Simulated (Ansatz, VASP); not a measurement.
# One calculation of NaF, two programs

POSCAR

```
NaF
1.0
    0.0000000000      2.3411190982      2.3411190982
    2.3411190982      0.0000000000      2.3411190982
    2.3411190982      2.3411190982      0.0000000000
Na F
1 1
Direct
    0.0000000000      0.0000000000      0.0000000000
    0.5000000000      0.5000000000      0.5000000000
```

File INCAR.step1:

```
SYSTEM = NaF
PREC = Accurate
ENCUT = 520
EDIFF = 1E-5
ISMEAR = 0
SIGMA = 0.01
LREAL = .FALSE.
LASPH = .TRUE.
NELM = 100
ALGO = Normal
ISIF = 2
LWAVE = .TRUE.
LCHARG = .FALSE.
NBANDS = 14
GGA = PE
```

The input INCAR.step2:

```
SYSTEM = NaF
PREC = Accurate
ENCUT = 520
EDIFF = 1E-7
ISMEAR = 0
SIGMA = 0.01
LREAL = .FALSE.
LASPH = .TRUE.
NELM = 100
ALGO = Normal
ISIF = 2
LWAVE = .FALSE.
LCHARG = .FALSE.
GGA = PE
LHFCALC = .TRUE.
HFSCREEN = 0.2079
PRECFOCK = Normal
NBANDS = 14
ISTART = 1
```

KPOINTS

```
regular mesh
0
G
  6 6 6
  0 0 0
```

Input for Ansatz:

```yaml
crystal:
  lattice:
    - [0.0, 2.3411190982, 2.3411190982]
    - [2.3411190982, 0.0, 2.3411190982]
    - [2.3411190982, 2.3411190982, 0.0]
  atoms:
    - { symbol: Na, position: [0.0, 0.0, 0.0] }
    - { symbol: F, position: [0.5, 0.5, 0.5] }
kpoints:
  mp_grid: { grid: [6, 6, 6] }
  band_path:
    path:
      - [0.0, 0.0, 0.0]
      - [0.5, 0.0, 0.5]
      - [0.625, 0.25, 0.625]
      - [0.375, 0.375, 0.75]
      - [0.5, 0.5, 0.5]
      - [0.5, 0.25, 0.75]
    npoints: 1
hamiltonian:
  xc: hse06
scf:
  occupations: { method: fixed }
  n_extra_bands: 4
output:
  forces: true
  stress: true
  eigenvalues: true
```

Change from the starting cell: hydrostatic strain +1.9%.

Alike in both runs: task single point; functional HSE06; k mesh 6 × 6 × 6; no spin polarisation.

```csv
,VASP,Ansatz
version,VASP 6.6.1,Ansatz 0.2.0
potentials or method,"VASP PAW PBE potentials, release 64 (Na_pv, F)","plane waves, PAW"
plane-wave cutoff (eV),520,420
occupations,"gaussian, width 0.01 eV",fixed
valence electrons in the cell,14,16
```

```csv
,VASP,Ansatz,Ansatz less VASP
gap on the k mesh at the Fermi level (eV),8.27,8.30,+0.029
pressure (GPa),-1.2,-1.3,-0.07
```

VASP's potentials hold 14 valence electrons a cell and Ansatz's 16, so a difference there can come from the potentials and not from the codes. Ansatz's warnings: stress exchange threshold loose, stress scf threshold loose.
